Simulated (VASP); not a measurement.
Wanted: the native input for a VASP 6.6.1 run.

```yaml
Task: single point
Functional: PBE
Potentials_or_basis: VASP PAW PBE potentials, release 64 (Ti_sv, C)
Cutoff: 520 eV
k_mesh: 1 × 1 × 1, shifted
Occupations: fermi-dirac, width 0.1448 eV
Spin: no spin polarisation
Dipole_correction: no
Further_INCAR_settings: ALGO = Normal; EDIFF = 1e-06; NBANDS = 87; ISYM = 0
```

The structure of TiC lies in POSCAR:

```
TiC
1.0
    5.9470330000      0.1677040000     -0.0467090000
    0.1677040000      5.6385680000      0.0272880000
   -0.0467090000      0.0272880000      5.8999950000
Ti C
9 9
Direct
    0.5381309664      0.6660374567      0.2113674214
    0.6318458451      0.7231348773      0.6917232952
    0.2174683236      0.1586894221      0.2192756792
    0.7257407916      0.0309939342      0.2592700272
    0.9163316339      0.4162894126      0.4832658721
    0.0444178793      0.6554634445      0.1132637279
    0.3602403078      0.2542522555      0.6707940310
    0.8505884814      0.1331873474      0.8097330118
    0.1636008485      0.7787939894      0.5797279323
    0.2521500404      0.4670887218      0.3409890617
    0.9284753285      0.3287428237      0.0490035025
    0.5427331748      0.9361280783      0.9637441152
    0.4008926884      0.9913905495      0.4391917673
    0.8212046925      0.7355790022      0.3934134131
    0.3326112998      0.8180176600      0.8968980271
    0.7131300065      0.4594192723      0.9824259099
    0.6686343126      0.4123194820      0.7329197510
    0.1215029455      0.3913518296      0.8635871848
```

These files were run (other wordings do the same):

INCAR

```
  PREC = Accurate
  ENCUT = 520
  EDIFF = 1E-6
  ISMEAR = -1
  SIGMA = 0.1448
  LREAL = F
  LASPH = T
  NELM = 120
  ALGO = Normal
  ISIF = 2
  LWAVE = F
  LCHARG = T
  GGA = PE
  LELF = T
  LVHAR = T
  NBANDS = 87
  ISYM = 0
  GGA_COMPAT = F
```

KPOINTS

```
Automatic mesh
0
Gamma
  1 1 1
  0.25 0.25 0.25
```

Potentials or basis: VASP PAW PBE potentials, release 64 (Ti_sv, C).

Command:

```sh
$ cat potpaw_PBE.64/Ti_sv/POTCAR potpaw_PBE.64/C/POTCAR > POTCAR
$ mpirun -np 1 vasp_std > vasp.out
```

It gave:

| Quantity | Value |
| --- | --- |
| Pressure | 14.5 GPa |
| Largest force | 5.417 eV/Å |

Caveat: the k points lie up to 1.12 Å⁻¹ apart, too coarse for converged energies, forces and pressures; the atoms stand as in a frame of molecular dynamics.

Run time: 96 s on 1 thread of AMD EPYC 7R43 64-Core Processor (Zen 3), on a shared host, peak memory 0.24 GiB.
